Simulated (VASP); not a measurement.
The system is Se.

```
Se
1.0
     4.09729    0.00000    0.00000
    -2.04865    3.54836    0.00000
     0.00000    0.00000    4.26163
Se
2
Direct
  0.33333 0.66667 0.00000
  0.66667 0.33333 0.00000
```

The cell was generated, and may not be a known phase.

* Program: VASP 6.6.1
* Task: relaxation of cell and atoms
* Functional: PBE
* Potentials or basis: VASP PAW PBE potentials, release 64 (Se)
* Cutoff: 600 eV
* k mesh: 6 × 6 × 4
* Occupations: gaussian, width 0.1 eV
* Spin: no spin polarisation

At the start: pressure 13.6 GPa; volume 30.98 Å³/atom.

**Question.** How do energy, volume and symmetry change on relaxing?

**Answer.** Over 4 steps the energy falls by 297.7 meV/atom and the volume is 36.73 Å³/atom (+18.6 %); space group P6/mmm (No. 191, to 0.1 Å) before and after.

The path:
| step | energy change (eV) | largest force (eV/Å) | pressure (GPa) | volume (Å³) |
| --- | --- | --- | --- | --- |
| 1 | 0.0000 | 0.0000 | 13.57 | 61.96 |
| 2 | -0.1810 | 0.0000 | -4.98 | 87.74 |
| 3 | -0.5949 | 0.0000 | -0.30 | 73.74 |
| 4 | -0.5954 | 0.0000 | -0.11 | 73.46 |

Final structure:
```
Se
1.0
     4.45974    0.00000    0.00000
    -2.22987    3.86224    0.00000
     0.00000    0.00000    4.26474
Se
2
Direct
  0.33333 0.66667 0.00000
  0.66667 0.33333 0.00000
```

Caveat: the k points lie up to 0.37 Å⁻¹ apart in the final cell, too coarse for converged energies and pressures of a metal; the volume moved by over 15 % at a fixed basis, so the end points are rough; this functional lacks dispersion, which binds layers or chains, so the pressure and a relaxed spacing across them are unreliable.
